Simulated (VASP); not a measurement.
Crystal: BP (klda).

```xyz
2
Lattice="0.0000 2.2661 2.2661 2.2661 0.0000 2.2661 2.2661 2.2661 0.0000" Properties=species:S:1:pos:R:3 pbc="T T T"
B     0.0000    0.0000    0.0000
P     3.3991    3.3991    3.3991
```

```yaml
Program: VASP 6.6.1
Task: relaxation of cell and atoms
Functional: LDA
Potentials_or_basis: VASP PAW LDA potentials, release 64 (B, P)
Cutoff: 600 eV
k_mesh: 10 × 10 × 10
Occupations: gaussian, width 0.02 eV
Spin: no spin polarisation
```

At the start: pressure -4.7 GPa; volume 11.64 Å³/atom.

Task: How do energy, volume and symmetry change on relaxing?

Result: Over 3 steps the energy falls by 4.9 meV/atom and the volume is 11.31 Å³/atom (-2.8 %); space group F-43m (No. 216, to 0.05 Å).

Step by step:
```tsv
step	energy change (eV)	largest force (eV/Å)	pressure (GPa)	volume (Å³)
1	0.0000	0.0000	-4.71	23.27
2	-0.0039	0.0000	3.96	22.14
3	-0.0098	0.0000	-0.01	22.63
```

Final structure:
```yaml
crystal:
  lattice:
    - [0.00000, 2.24485, 2.24485]
    - [2.24485, 0.00000, 2.24485]
    - [2.24485, 2.24485, 0.00000]
  atoms:
    - { symbol: B, position: [0.00000, 0.00000, 0.00000] }
    - { symbol: P, position: [0.75000, 0.75000, 0.75000] }
```
